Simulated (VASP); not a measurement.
Set up this calculation in VASP 6.6.1, as the native input.

```yaml
Task: density of states
Functional: LDA
Potentials_or_basis: VASP PAW LDA potentials, release 64 (Ir)
Cutoff: 520 eV
k_mesh: 7 × 7 × 4
Occupations: fermi-dirac, width 0.15 eV
Spin: no spin polarisation
Dipole_correction: no
k_mesh_for_the_DOS: 11 × 11 × 6
Occupations_for_the_DOS: tetrahedron
Further_INCAR_settings: ALGO = Normal; EDIFF = 1e-07
```

Crystal: Ir.

```
CELL_PARAMETERS angstrom
2.76173 0.01695 0.01095
-1.36618 2.35044 -0.04350
0.01776 -0.07122 4.42476
ATOMIC_POSITIONS crystal
Ir 0.67419 0.33680 0.74661
Ir 0.30902 0.65002 0.24360
```

One way to write it, as run:

POSCAR

```
Ir
1.0
    2.7617300000      0.0169500000      0.0109500000
   -1.3661800000      2.3504400000     -0.0435000000
    0.0177600000     -0.0712200000      4.4247600000
Ir
2
Direct
    0.6741900000      0.3368000000      0.7466100000
    0.3090200000      0.6500200000      0.2436000000
```

INCAR.step1

```
PREC = Accurate
ENCUT = 520
EDIFF = 1E-7
ISMEAR = -1
SIGMA = 0.15
LREAL = False
LASPH = True
NELM = 100
ALGO = Normal
ISIF = 2
LWAVE = False
LCHARG = True
LMAXMIX = 4
GGA = CA
NBANDS = 16
```

KPOINTS.step1

```
Automatic mesh
0
Gamma
  7 7 4
```

INCAR.step2

```
PREC = Accurate
ENCUT = 520
EDIFF = 1E-7
ISMEAR = -5
SIGMA = 0.15
LREAL = False
LASPH = True
NELM = 100
ALGO = Normal
ISIF = 2
LWAVE = False
LCHARG = False
LMAXMIX = 4
GGA = CA
LORBIT = 11
NEDOS = 1001
ICHARG = 11
```

KPOINTS.step2

```
Automatic mesh
0
Gamma
  11 11 6
```

Potentials or basis: VASP PAW LDA potentials, release 64 (Ir).

Command:

```bash
$ cat potpaw_LDA.64/Ir/POTCAR > POTCAR
$ cp INCAR.step1 INCAR
$ cp KPOINTS.step1 KPOINTS
$ mpirun -np 1 vasp_std > vasp.out
$ cp INCAR.step2 INCAR
$ cp KPOINTS.step2 KPOINTS
$ mpirun -np 1 vasp_std > vasp.out
```

Results of the run:

| Item | Value |
| --- | --- |
| Valence electrons inside the program's atomic spheres | Ir 8.36 |

Caveat: the k points lie up to 0.38 Å⁻¹ apart; spin-orbit coupling is left out, which moves the levels of the heavy elements.

Wall time 49 s on 1 thread of Intel(R) Xeon(R) Platinum 8488C (Sapphire Rapids) (shared host), peak memory 0.24 GiB.
